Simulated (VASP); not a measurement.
Wanted: the native input for a VASP 6.6.1 run.

| Property | Result |
| --- | --- |
| Task | single point |
| Functional | r2SCAN |
| Potentials or basis | VASP PAW PBE potentials, release 64 (B) |
| Cutoff | 520 eV |
| k mesh | 19 × 19 × 19 |
| Occupations | fermi-dirac, width 0.1 eV |
| Spin | no spin polarisation |
| Dipole correction | no |
| Further INCAR settings | ALGO = Normal; EDIFF = 1e-06; NBANDS = 8 |

The system is B.

```
B
1.0
     1.88449    0.00000    0.00000
     0.00000    1.88449    0.00000
     0.00000    0.00000    1.88449
B
1
Cartesian
  0.0000 0.0000 0.0000
```

One way to write it, as run:

POSCAR

```
B
1.0
    1.8844875098      0.0000000000      0.0000000000
    0.0000000000      1.8844875098      0.0000000000
    0.0000000000      0.0000000000      1.8844875098
B
1
Direct
    0.0000000000      0.0000000000      0.0000000000
```

INCAR.step1

```
PREC = Accurate
ENCUT = 520
ISMEAR = -1
SIGMA = 0.1
LREAL = False
LASPH = True
NELM = 60
NBANDS = 8
GGA = PE
ALGO = Normal
EDIFF = 1E-4
LWAVE = True
LCHARG = False
```

INCAR.step2

```
PREC = Accurate
ENCUT = 520
EDIFF = 1E-6
ISMEAR = -1
SIGMA = 0.1
LREAL = False
LASPH = True
NELM = 60
ALGO = Normal
ISIF = 2
LWAVE = False
LCHARG = False
METAGGA = R2SCAN
LMIXTAU = True
NBANDS = 8
ISTART = 1
```

KPOINTS

```
regular mesh
0
Gamma
  19 19 19
```

Potentials or basis: VASP PAW PBE potentials, release 64 (B).

The run is started by

```console
$ cat potpaw_PBE.64/B/POTCAR > POTCAR
$ cp INCAR.step1 INCAR
$ mpirun -np 1 vasp_std > vasp.out
$ cp INCAR.step2 INCAR
$ mpirun -np 1 vasp_std > vasp.out
```

It gave:

| Property | Result |
| --- | --- |
| Pressure | 0.3 GPa |

Caveat: the PAW data sets were made with another functional, which shifts forces and pressure a little.

It took 12 s on 1 thread of Intel(R) Xeon(R) Platinum 8259CL CPU @ 2.50GHz (Skylake/Cascade Lake) (shared host), peak memory 0.11 GiB.
